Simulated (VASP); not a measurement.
# CdS (Hawleyite): single point with RPBE

The system is CdS (Hawleyite).

```
CELL_PARAMETERS angstrom
0.00000 3.07582 3.07582
3.07582 0.00000 3.07582
3.07582 3.07582 0.00000
ATOMIC_POSITIONS crystal
Cd 0.00000 0.00000 0.00000
S 0.75000 0.75000 0.75000
```

```
Program                : VASP 6.6.1
Task                   : single point
Functional             : RPBE
Potentials or basis    : VASP PAW PBE potentials, release 64 (Cd, S)
Cutoff                 : 520 eV
k mesh                 : 8 × 8 × 8
Occupations            : fermi-dirac, width 0.15 eV
Spin                   : no spin polarisation
Dipole correction      : no
Further INCAR settings : ALGO = Normal; EDIFF = 1e-06; NBANDS = 16
```

```yaml
Pressure: -2.7 GPa
Band_gap_on_the_k_mesh: 0.97 eV, direct
```

Levels at points of the mesh, in eV from the valence-band top:
```tsv
k point	band 6	band 7	band 8	band 9	band 10	band 11	band 12	band 13
(0.00, 0.00, 0.00)	-7.02	0.00	0.00	0.00	0.97	6.60	6.60	6.60
(0.50, 0.00, 0.00)	-6.76	-3.47	-0.54	-0.54	2.86	7.04	7.04	7.18
(0.50, 0.50, 0.00)	-6.71	-3.26	-1.37	-1.37	3.98	4.14	8.87	9.96
```

Wall time 33 s on 1 thread of Intel Xeon 8259CL, on a shared host, peak memory 0.18 GiB.

Caveat: the PAW data sets were made with another functional, which shifts forces and pressure a little. RPBE gaps usually lie below the measured ones, often by a third to a half.
